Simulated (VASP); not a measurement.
Wanted: the native input for a VASP 6.6.1 run.

```yaml
Task: single point
Functional: revPBE
Dispersion: D4
Potentials_or_basis: VASP PAW PBE potentials, release 64 (Cd, Te)
Cutoff: 520 eV
k_mesh: 6 × 6 × 6
Occupations: gaussian, width 0.05 eV
Spin: no spin polarisation
Dipole_correction: no
Further_INCAR_settings: ALGO = Normal; EDIFF = 1e-07; NBANDS = 16
```

The structure of CdTe lies in POSCAR:

```
CdTe
1.0
    0.0000000000      3.0489936458      3.0489936458
    3.0489936458      0.0000000000      3.0489936458
    3.0489936458      3.0489936458      0.0000000000
Cd Te
1 1
Direct
    0.5000000000      0.5000000000      0.5000000000
    0.0000000000      0.0000000000      0.0000000000
```

This cell differs from its parent crystal: volume scaled by 1.04.

The input as run:

INCAR

```
  PREC = Accurate
  ENCUT = 520
  EDIFF = 1E-7
  ISMEAR = 0
  SIGMA = 0.05
  LREAL = F
  LASPH = T
  NELM = 100
  ALGO = Normal
  ISIF = 2
  LWAVE = F
  LCHARG = F
  GGA = RE
  IVDW = 13
  NBANDS = 16
```

KPOINTS

```
Automatic mesh
0
Gamma
  6 6 6
```

Potentials or basis: VASP PAW PBE potentials, release 64 (Cd, Te).

Run with:

```bash
$ cat potpaw_PBE.64/Cd/POTCAR potpaw_PBE.64/Te/POTCAR > POTCAR
$ mpirun -np 1 vasp_std > vasp.out
```

It gave:

```
Pressure                   : -1.8 GPa
Band gap on the k mesh     : zero (band 9 reaches 4.14 eV, above the bottom of band 10 at 2.83 eV)
Dispersion energy per atom : -0.715 eV
```

Caveat: the PAW data sets were made with another functional, which shifts forces and pressure a little; spin-orbit coupling is left out, which moves the levels of the heavy elements; pairwise dispersion overbinds metals, which lowers pressure and volume.

Run time: 15 s on 1 thread of Intel(R) Xeon(R) Platinum 8259CL CPU @ 2.50GHz (Skylake/Cascade Lake) (shared host), peak memory 0.18 GiB.
